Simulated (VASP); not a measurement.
# Ta2N (P-3m1) in VASP: notebook

Ta2N is run at these levels: LDA, PBEsol; tasks: single point.

All numbers are computed with VASP 6.6.1; they aren't measurements. Logs are shortened: lines on timing, memory, paths and dates and some standing lists are left out, and cuts for length are marked.

**1. The cell of the first run**

The structure is trigonal, space group P-3m1 (No. 164). Conventional cell: a = 3.154 Å, b = 3.154 Å, c = 4.934 Å, α = 90.00°, β = 90.00°, γ = 120.00°. Within 2.9 Å of Ta (site symmetry 3m) lie 3 N at 2.21 Å. N (site symmetry -3m) has 6 Ta at 2.21 Å within 2.9 Å.

**2. Single point, LDA**

File INCAR:

```
SYSTEM = Ta2N
ALGO = Normal
EDIFF = 1E-7
ENCUT = 520
GGA = CA
ISIF = 2
ISMEAR = -1
LASPH = .TRUE.
LCHARG = .TRUE.
LELF = .TRUE.
LREAL = .FALSE.
LVHAR = .TRUE.
LWAVE = .FALSE.
NBANDS = 20
NELM = 60
PREC = Accurate
SIGMA = 0.05
```

File KPOINTS:

```
k-points
0
G
  10 10 6
  0 0 0
```

File POSCAR:

```
Ta2N
1.0
    3.1538249076      0.0000000000      0.0000000000
   -1.5769124538      2.7312924890      0.0000000000
    0.0000000000      0.0000000000      4.9339252043
Ta N
2 1
Direct
    0.3333333333      0.6666666667      0.2547110000
    0.6666666667      0.3333333333      0.7452890000
    0.0000000000      0.0000000000      0.0000000000
```

Potentials or basis: VASP PAW LDA potentials, release 64 (Ta_pv, N).

Launch:

```
$ cat potpaw_LDA.64/Ta_pv/POTCAR potpaw_LDA.64/N/POTCAR > POTCAR
$ mpirun -np 1 vasp_std > vasp.out
```

OUTCAR:

```text
SYSTEM = Ta2N
   EDIFF = 1E-7
   ENCUT = 520
   GGA = CA
   ISIF = 2
   ISMEAR = -1
   LASPH = .TRUE.
   LREAL = .FALSE.
   NELM = 60
   PREC = Accurate

 ion  position               nearest neighbor table
   1  0.333  0.667  0.255-   3 2.21   3 2.21   3 2.21   2 3.03   2 3.03   2 3.03   2 3.10   2 3.10
                             2 3.10
   2  0.667  0.333  0.745-   3 2.21   3 2.21   3 2.21   1 3.03   1 3.03   1 3.03   1 3.10   1 3.10
                             1 3.10
   3  0.000  0.000  0.000-   1 2.21   2 2.21   1 2.21   2 2.21   2 2.21   1 2.21

  LATTYP: Found a hexagonal cell.
 ALAT       =     3.1538249076
 C/A-ratio  =     1.5644258476

  Lattice vectors:

 A1 = (   3.1538249076,   0.0000000000,   0.0000000000)
 A2 = (  -1.5769124538,   2.7312924890,   0.0000000000)
 A3 = (   0.0000000000,   0.0000000000,   4.9339252043)

Analysis of symmetry for initial positions (statically):
=====================================================================
 Subroutine PRICEL returns:
 Original cell was already a primitive cell.

 Routine SETGRP: Setting up the symmetry group for a
 hexagonal supercell.

 Subroutine GETGRP returns: Found 12 space group operations
 (whereof 12 operations were pure point group operations)
 out of a pool of 24 trial point group operations.

The static configuration has the point symmetry D_3d.

Analysis of symmetry for dynamics (positions and initial velocities):
=====================================================================
 Subroutine PRICEL returns:
 Original cell was already a primitive cell.

 Routine SETGRP: Setting up the symmetry group for a
 hexagonal supercell.

 Subroutine GETGRP returns: Found 12 space group operations
 (whereof 12 operations were pure point group operations)
 out of a pool of 24 trial point group operations.

The dynamic configuration has the point symmetry D_3d.

 Subroutine INISYM returns: Found 12 space group operations
 (whereof 12 operations are pure point group operations),
 and found     1 'primitive' translations

----------------------------------------------------------------------------------------

                                     Primitive cell

  volume of cell :      42.5009

  direct lattice vectors                    reciprocal lattice vectors
     3.153824908  0.000000000  0.000000000     0.317075307  0.183063514  0.000000000
    -1.576912454  2.731292489  0.000000000     0.000000000  0.366127027  0.000000000
     0.000000000  0.000000000  4.933925204     0.000000000  0.000000000  0.202678387

  length of vectors
     3.153824908  3.153824908  4.933925204     0.366127027  0.366127027  0.202678387

  position of ions in fractional coordinates (direct lattice)
     0.333333333  0.666666667  0.254711000
     0.666666667  0.333333333  0.745289000
     0.000000000  0.000000000  0.000000000

  ion indices of the primitive-cell ions
   primitive index   ion index
                 1           1
                 2           2
                 3           3

----------------------------------------------------------------------------------------

 KPOINTS: k-points

Automatic generation of k-mesh.
 Grid dimensions read from file:
 generate k-points for:   10   10    6

 Generating k-lattice:

  Cartesian coordinates                     Fractional coordinates (reciprocal lattice)
     0.031707531  0.018306351  0.000000000     0.100000000  0.000000000  0.000000000
     0.000000000  0.036612703  0.000000000     0.000000000  0.100000000  0.000000000
     0.000000000  0.000000000  0.033779731     0.000000000  0.000000000  0.166666667

  Length of vectors
     0.036612703  0.036612703  0.033779731

  Shift w.r.t. Gamma in fractional coordinates (k-lattice)
     0.000000000  0.000000000  0.000000000

 Subroutine IBZKPT returns following result:
 ===========================================

 Found     72 irreducible k-points:

 Following reciprocal coordinates:
            Coordinates               Weight
  0.000000  0.000000  0.000000      1.000000
  0.100000  0.000000  0.000000      6.000000
  0.200000  0.000000  0.000000      6.000000
  0.300000  0.000000  0.000000      6.000000
  0.400000  0.000000  0.000000      6.000000
  0.500000  0.000000  0.000000      3.000000
[... 16 lines left out ...]
  0.000000  0.400000  0.166667      6.000000
  0.500000  0.000000  0.166667      6.000000
 [... further k-points ...]
   k-points           NKPTS =     72   k-points in BZ     NKDIM =     72   number of bands    NBANDS=     20
   number of dos      NEDOS =    301   number of ions     NIONS =      3
   total plane-waves  NPLWV =  23040
   dimension x,y,z NGX =    24 NGY =   24 NGZ =   40
   dimension x,y,z NGXF=    48 NGYF=   48 NGZF=   80
   ions per type =               2   1
   NGX,Y,Z   is equivalent  to a cutoff of  12.65, 12.65, 13.48 a.u.
   NGXF,Y,Z  is equivalent  to a cutoff of  25.30, 25.30, 26.96 a.u.
 SYSTEM =  Ta2N
   PREC   = accura    normal or accurate (medium, high low for compatibility)
   ISTART =      0    job   : 0-new  1-cont  2-samecut
   ICHARG =      2    charge: 1-file 2-atom 10-const
   ISPIN  =      1    spin polarized calculation?
   LNONCOLLINEAR =      F non collinear calculations
   LSORBIT =      F    spin-orbit coupling
   LASPH  =      T    aspherical Exc in radial PAW
   ENCUT  =  520.0 eV  38.22 Ry    6.18 a.u.   5.86  5.86  9.17*2*pi/ulx,y,z
   NELM   =     60;   NELMIN=  2; NELMDL= -5     # of ELM steps
   EDIFF  = 0.1E-06   stopping-criterion for ELM
   LREAL  =      F    real-space projection
   EDIFFG = 0.1E-05   stopping-criterion for IOM
   NSW    =      0    number of steps for IOM
   IBRION =     -1    ionic relax: 0-MD 1-quasi-New 2-CG
   NFREE  =      0    steps in history (QN), initial steepest desc. (CG)
   ISIF   =      2    stress and relaxation
   ISYM   =      2    0-nonsym 1-usesym 2-fastsym
   POTIM  = 0.5000    time-step for ionic-motion
   TEBEG  =    0.0;   TEEND  =   0.0 temperature during run
   PSTRESS=    0.0 pullay stress
   NELECT =      27.0000    total number of electrons
   NUPDOWN=      -1.0000    fix difference up-down
   EMIN   =  10.00;   EMAX   =-10.00  energy-range for DOS
   EFERMI =   0.00;   METHOD = LEGACY
   ISMEAR =    -1;   SIGMA  =   0.05  broadening in eV -4-tet -1-fermi 0-gaus
   EFERMI_NEDOS =   21; number of points for ismear=-14 and -15
   IALGO  =     38    algorithm
   IMIX   =      4    mixing-type and parameters
     AMIX     =   0.40;   BMIX     =  1.00
     AMIX_MAG =   1.60;   BMIX_MAG =  1.00
  volume/ion in A,a.u.               =      14.17        95.60
  Fermi-wavevector in a.u.,A,eV,Ry     =   1.407332  2.659472 26.947482  1.980584
  Thomas-Fermi vector in A             =   2.529602
   LORBIT       =      0    0 simple, 1 ext, 2 COOP (PROOUT), +10 PAW based schemes
   GGA     = CA    functional components
   LHFCALC =     F    Hartree Fock is set to
   AEXX    =    0.0000 exact exchange contribution
   IVDW    =     0    specifies the selected vdW correction
   LEPSILON=     F    determine dielectric tensor
   LRPA    =     F    only Hartree local field effects (RPA)
 non-spin polarized calculation
  energy-cutoff  :      520.00
  volume of cell :       42.50
 maximum number of plane-waves:      1160
   NGX = 11   NGY = 11   NGZ = 19

 number of electron      26.9999997 magnetization

 Free energy of the ion-electron system (eV)
  ---------------------------------------------------
  ext. energy  EPLUGINS =         0.00000000
  ---------------------------------------------------
  free energy    TOTEN  =       -37.39335440 eV

  energy without entropy =      -37.37908205  energy(sigma->0) =      -37.38621822

 E-fermi :   6.9367     XC(G=0): -12.8438

 val. band max:        6.9326719796   @ k =  -0.1000   0.4000   0.1667
 cond. band min:       6.9405755897   @ k =   0.0000   0.4000   0.3333
 fundamental gap:      0.0079036100
 Fermi energy:         6.9367356418

 k-point     1 :       0.0000    0.0000    0.0000
  band No.  band energies     occupation
      1     -28.5370      2.00000
      2     -27.9169      2.00000
      3     -27.9169      2.00000
      4     -27.8038      2.00000
      5     -27.8038      2.00000
      6     -27.6913      2.00000
[... 12 lines left out ...]
     19       8.0239      0.00000
     20      11.7845      0.00000

 k-point     2 :       0.1000    0.0000    0.0000
  band No.  band energies     occupation
      1     -28.5111      2.00000
      2     -27.9679      2.00000
      3     -27.9353      2.00000
      4     -27.8550      2.00000
      5     -27.8082      2.00000
      6     -27.7016      2.00000
[... 12 lines left out ...]
     19       8.7134      0.00000
     20      11.6655      0.00000

 k-point     3 :       0.2000    0.0000    0.0000
  band No.  band energies     occupation
      1     -28.4387      2.00000
      2     -28.1020      2.00000
      3     -27.9829      2.00000
      4     -27.9804      2.00000
      5     -27.8225      2.00000
      6     -27.7338      2.00000
[... 12 lines left out ...]
     19      10.2686      0.00000
     20      11.2303      0.00000

 k-point     4 :       0.3000    0.0000    0.0000
  band No.  band energies     occupation
      1     -28.3409      2.00000
      2     -28.2629      2.00000
      3     -28.1308      2.00000
      4     -28.0323      2.00000
      5     -27.8436      2.00000
      6     -27.7882      2.00000
[... 12 lines left out ...]
     19      10.8436      0.00000
     20      11.8329      0.00000

 k-point     5 :       0.4000    0.0000    0.0000
  band No.  band energies     occupation
      1     -28.4096      2.00000
      2     -28.2454      2.00000
      3     -28.2194      2.00000
      4     -28.0723      2.00000
      5     -27.8622      2.00000
      6     -27.8564      2.00000
[... 12 lines left out ...]
     19      10.8820      0.00000
     20      11.4977      0.00000
[... 353 lines left out ...]
      6     -27.8027      2.00000
[... 12 lines left out ...]
     19      10.4326      0.00000
     20      12.1528      0.00000

 k-point    22 :       0.4000    0.0000    0.1667
  band No.  band energies     occupation
      1     -28.4279      2.00000
      2     -28.3079      2.00000
      3     -28.1501      2.00000
      4     -28.0600      2.00000
      5     -27.8750      2.00000
      6     -27.8431      2.00000
[... 12 lines left out ...]
     19      11.1726      0.00000
     20      11.5845      0.00000

 k-point    23 :       0.0000    0.4000    0.1667
  band No.  band energies     occupation
      1     -28.4608      2.00000
      2     -28.2805      2.00000
      3     -28.1323      2.00000
      4     -28.0570      2.00000
      5     -27.8781      2.00000
      6     -27.8545      2.00000
[... 12 lines left out ...]
     19      10.8493      0.00000
     20      12.6520      0.00000

 k-point    24 :       0.5000    0.0000    0.1667
  band No.  band energies     occupation
      1     -28.4877      2.00000
      2     -28.3313      2.00000
      3     -28.1068      2.00000
      4     -28.0730      2.00000
      5     -27.8845      2.00000
      6     -27.8797      2.00000
[... 12 lines left out ...]
     19      11.2194      0.00000
     20      12.0017      0.00000

 [... further k-points ...]
[... 5 lines left out ...]
  --------------------------------------------------------------------------------------
  -------------------------------------------------------------------------------------
  Total       -5.9437798     -5.9437798     -5.9730551      0.0000000      0.0000000      0.0000000
  in kB     -224.0654757   -224.0654757   -225.1690802      0.0000000      0.0000000      0.0000000
  external PRESSURE =    -224.4333439 kB  Pullay stress =       0.0000000 kB

 VOLUME and BASIS-vectors are now :
 -----------------------------------------------------------------------------
  energy-cutoff  :      520.00
  volume of cell :       42.50
      direct lattice vectors                 reciprocal lattice vectors
     3.153824908  0.000000000  0.000000000     0.317075307  0.183063514  0.000000000
    -1.576912454  2.731292489  0.000000000     0.000000000  0.366127027  0.000000000
     0.000000000  0.000000000  4.933925204     0.000000000  0.000000000  0.202678387

 POSITION                                       TOTAL-FORCE (eV/Angst)
 -----------------------------------------------------------------------------------
     -0.00000      1.82086      1.25673        -0.000000      0.000000     -0.604518
      1.57691      0.91043      3.67720         0.000000     -0.000000      0.604518
      0.00000      0.00000      0.00000         0.000000      0.000000     -0.000000
 -----------------------------------------------------------------------------------
    total drift:                               -0.000000      0.000000      0.000000

  FREE ENERGIE OF THE ION-ELECTRON SYSTEM (eV)
  ---------------------------------------------------
  free  energy   TOTEN  =       -37.3933543952 eV

  energy  without entropy=      -37.3790820473  energy(sigma->0) =      -37.38621822
```

It took 31 s on 1 thread of Intel Xeon Platinum 8559C (Emerald Rapids), shared host; peak memory 0.17 GiB.

Results:

| Property | Result |
| --- | --- |
| Free energy | -37.3934 eV |
| Pressure | -22.4 GPa |
| Largest force | 0.605 eV/Å |

Forces in eV/Å, atoms in the order of the input:
```
Ta   0.000  0.000 -0.605
Ta   0.000  0.000  0.605
N    0.000  0.000  0.000
```

Levels at points of the mesh, in eV from the Fermi level:
```
           k point  band 10  band 11  band 12  band 13  band 14  band 15  band 16  band 17
(0.00, 0.00, 0.00)    -5.78    -4.79    -0.63    -0.24    -0.24     0.24     0.24     0.32
(0.50, 0.00, 0.00)    -6.10    -4.29    -2.46    -1.30     1.66     1.78     3.48     3.72
(0.00, 0.00, 0.50)    -5.95    -2.71    -2.51    -1.07    -1.07     1.71     1.82     2.13
(0.50, 0.00, 0.50)    -5.85    -3.11    -2.03    -2.02    -0.22     0.67     3.06     3.32
```

Caveat: spin-orbit coupling is left out, which moves the levels of the heavy elements.

**3. Single point, LDA**

This run uses another cell than the first one, of 14.44 Å³/atom, 1.019 times its volume.

File INCAR:

```
PREC = Accurate ; ENCUT = 520
EDIFF = 1E-7 ; ISMEAR = -1
SIGMA = 0.05 ; LREAL = F
LASPH = T ; NELM = 60
ALGO = Normal ; ISIF = 2
LWAVE = F ; LCHARG = T
LELF = T ; LVHAR = T
NBANDS = 20
```

File KPOINTS:

```
regular mesh
0
Gamma
  10 10 6
```

File POSCAR:

```
Ta2N
1.0
    3.1739135059      0.0000000000      0.0000000000
   -1.5869567530      2.7486897255      0.0000000000
    0.0000000000      0.0000000000      4.9653523268
Ta N
2 1
Direct
    0.3333333333      0.6666666667      0.2547110000
    0.6666666667      0.3333333333      0.7452890000
    0.0000000000      0.0000000000      0.0000000000
```

Potentials or basis: VASP PAW LDA potentials, release 64 (Ta_pv, N).

Launch:

```
$ cat potpaw_LDA.64/Ta_pv/POTCAR potpaw_LDA.64/N/POTCAR > POTCAR
$ mpirun -np 1 vasp_std > vasp.out
```

Run time: 41 s. Hardware: 1 thread of Intel Xeon Platinum 8559C (Emerald Rapids), shared host; peak memory 0.18 GiB.

Results (log left out):

```yaml
Free_energy: -37.2692 eV
Pressure: -26.3 GPa
Largest_force: 0.691 eV/Å
```

Forces in eV/Å, atoms in the order of the input:
```
Ta   0.000  0.000 -0.691
Ta   0.000  0.000  0.691
N    0.000  0.000  0.000
```

Stress tensor (GPa, compression positive):
```
-26.25   0.00   0.00
  0.00 -26.25   0.00
  0.00   0.00 -26.48
```

Levels at points of the mesh, in eV from the Fermi level:
```
           k point  band 10  band 11  band 12  band 13  band 14  band 15  band 16  band 17
(0.00, 0.00, 0.00)    -5.68    -4.79    -0.61    -0.24    -0.24     0.23     0.23     0.32
(0.50, 0.00, 0.00)    -6.00    -4.19    -2.44    -1.31     1.62     1.73     3.38     3.61
(0.00, 0.00, 0.50)    -5.85    -2.67    -2.49    -1.05    -1.05     1.67     1.72     2.07
(0.50, 0.00, 0.50)    -5.76    -3.05    -2.01    -2.01    -0.21     0.65     2.97     3.23
```

Caveat: spin-orbit coupling is left out, which moves the levels of the heavy elements.

**4. Single point, PBEsol**

This run uses another cell than the first one, of 14.44 Å³/atom, 1.019 times its volume.

File INCAR:

```
PREC = Accurate
ENCUT = 520
EDIFF = 1E-7
ISMEAR = -1
SIGMA = 0.05
LREAL = F
LASPH = T
NELM = 80
ALGO = Normal
ISIF = 2
LWAVE = F
LCHARG = F
GGA = PS
NBANDS = 20
```

File KPOINTS:

```
Automatic mesh
0
Gamma
  10 10 6
```

POSCAR is that of step 3.

Potentials or basis: VASP PAW PBE potentials, release 64 (Ta_pv, N).

Launch:

```
$ cat potpaw_PBE.64/Ta_pv/POTCAR potpaw_PBE.64/N/POTCAR > POTCAR
$ mpirun -np 1 vasp_std > vasp.out
```

Run time: 46 s. Hardware: 1 thread of Intel Xeon Platinum 8559C (Emerald Rapids), shared host; peak memory 0.19 GiB.

It converged, with:

- Free energy: -36.2196 eV
- Pressure: -22.2 GPa
- Largest force: 0.538 eV/Å

Forces on the atoms (eV/Å):
```
Ta   0.000  0.000 -0.538
Ta   0.000  0.000  0.538
N    0.000  0.000  0.000
```

Stress tensor (GPa, compression positive):
```
-22.26   0.00   0.00
  0.00 -22.26   0.00
  0.00   0.00 -22.01
```

Levels at points of the mesh, in eV from the Fermi level:
```tsv
k point	band 12	band 13	band 14	band 15	band 16	band 17
(0.00, 0.00, 0.00)	-0.61	-0.23	-0.23	0.24	0.24	0.30
(0.50, 0.00, 0.00)	-2.51	-1.37	1.63	1.74	3.40	3.64
(0.00, 0.00, 0.50)	-2.58	-1.04	-1.04	1.58	1.67	2.09
(0.50, 0.00, 0.50)	-2.10	-2.08	-0.23	0.66	3.00	3.24
```

Caveat: the PAW data sets were made with another functional, which shifts forces and pressure a little; spin-orbit coupling is left out, which moves the levels of the heavy elements.

**5. Summary**

```tsv
level	potentials or basis	cell	gap on the mesh (eV)	pressure (GPa)	largest force (eV/Å)
LDA	VASP PAW LDA potentials, release 64 (Ta_pv, N)	a = 3.154, b = 3.154, c = 4.934 Å, angles 90.0, 90.0, 120.0°, 3 atoms	none	-22.4	0.60
LDA	VASP PAW LDA potentials, release 64 (Ta_pv, N)	a = 3.174, b = 3.174, c = 4.965 Å, angles 90.0, 90.0, 120.0°, 3 atoms	none	-26.3	0.69
PBEsol	VASP PAW PBE potentials, release 64 (Ta_pv, N)	a = 3.174, b = 3.174, c = 4.965 Å, angles 90.0, 90.0, 120.0°, 3 atoms	none	-22.2	0.54
```

Alike in all rows: task single point; no spin polarisation; k mesh 10 × 10 × 6; cutoff (eV) 520; smearing fermi-dirac 0.05 eV.

Caveats: spin-orbit coupling is left out, which moves the levels of the heavy elements; the PAW data sets were made with another functional, which shifts forces and pressure a little (some runs).

Absolute energies hang on the potentials; compare differences alone.
